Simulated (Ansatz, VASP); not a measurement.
# One calculation of La, two programs

INCAR

```
SYSTEM = La
PREC = Accurate ; ENCUT = 520
EDIFF = 1E-6 ; ISMEAR = -1
SIGMA = 0.1 ; LREAL = .FALSE.
LASPH = .TRUE. ; NELM = 60
ALGO = Normal ; ISIF = 2
LWAVE = .FALSE. ; LCHARG = .TRUE.
GGA = RE ; LELF = .TRUE.
LVHAR = .TRUE. ; NBANDS = 30
```

Contents of KPOINTS:

```
Automatic mesh
0
G
  13 13 4
  0 0 0
```

Contents of POSCAR:

```
La
1.0
    3.9179342624      0.0000000000      0.0000000000
   -1.9589671312      3.3930306016      0.0000000000
    0.0000000000      0.0000000000     12.5856484186
La
4
Direct
    1.0000000000      0.0000000000      1.0000000000
    1.0000000000      0.0000000000      0.5000000000
    0.3333333333      0.6666666667      0.7500000000
    0.6666666667      0.3333333333      0.2500000000
```

Input for Ansatz:

```yaml
crystal:
  lattice:
    - [3.9179342624, 0.0, 0.0]
    - [-1.9589671312, 3.3930306016, 0.0]
    - [0.0, 0.0, 12.5856484186]
  atoms:
    - { symbol: La, position: [1.0, 0.0, 1.0] }
    - { symbol: La, position: [1.0, 0.0, 0.5] }
    - { symbol: La, position: [0.3333333333, 0.6666666667, 0.75] }
    - { symbol: La, position: [0.6666666667, 0.3333333333, 0.25] }
hamiltonian:
  xc: revpbe
  pseudopotentials:
    kind: paw
    azcp:
      La: "pseudopotentials/La.paw.azcp"
basis:
  ecutwfc: 420
  fft_grid_basis: typed
kpoints:
  mp_grid: { grid: [13, 13, 4], shift: [0, 0, 0] }
magnetization:
  spin_polarized: false
scf:
  occupations: { method: fermi_dirac, width: 0.1 }
output:
  stress: true
```

Alike in both runs: task single point; functional revPBE; k mesh 13 × 13 × 4; occupations fermi-dirac, width 0.1 eV; no spin polarisation.

|  | VASP | Ansatz |
| --- | --- | --- |
| version | VASP 6.6.1 | Ansatz 0.2.0 |
| potentials or method | VASP PAW PBE potentials, release 64 (La), cutoff 520 eV | plane waves (420 eV) with PAW, scalar-relativistic |
| valence electrons in the cell | 44 | 44 |

|  | VASP | Ansatz | Ansatz less VASP |
| --- | --- | --- | --- |
| pressure (GPa) | -1.6 | -1.7 | -0.03 |

VASP's potentials were made for PBE, not for revPBE.

Spin-orbit coupling is off throughout.
